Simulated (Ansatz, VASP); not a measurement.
## InAs in VASP and in Ansatz

```
In As
1.0
     0.00000    3.10723    3.10723
     3.10723    0.00000    3.10723
     3.10723    3.10723    0.00000
In As
1 1
Direct
  0.00000 0.00000 0.00000
  0.25000 0.25000 0.25000
```

Alike in both runs: task relaxation of cell and atoms; functional LDA; k mesh 9 × 9 × 9; occupations fermi-dirac, width 0.02 eV; no spin polarisation.

|  | VASP | Ansatz |
| --- | --- | --- |
| version | VASP 6.6.1 | Ansatz 0.2.0 |
| potentials or method | VASP PAW LDA potentials, release 64 (In_d, As) | PAW with Ansatz's default frozen-core files, scalar-relativistic |
| plane-wave cutoff (eV) | 600 | 420 |
| valence electrons in the cell | 18 | 28 |

Ansatz gave:

- relaxed volume (Å³/atom): 27.37
- relaxed cell length with the largest relative difference (Å): 4.262

What did VASP give for the same quantities?

Relaxed volume (Å³/atom): 27.44; relaxed cell length with the largest relative difference (Å): 4.266.

LDA's correlation is that of Perdew and Zunger in VASP and of Perdew and Wang (1992) in Ansatz. VASP's potentials hold 18 valence electrons a cell and Ansatz's 28, so a difference there can come from the potentials and not from the codes.
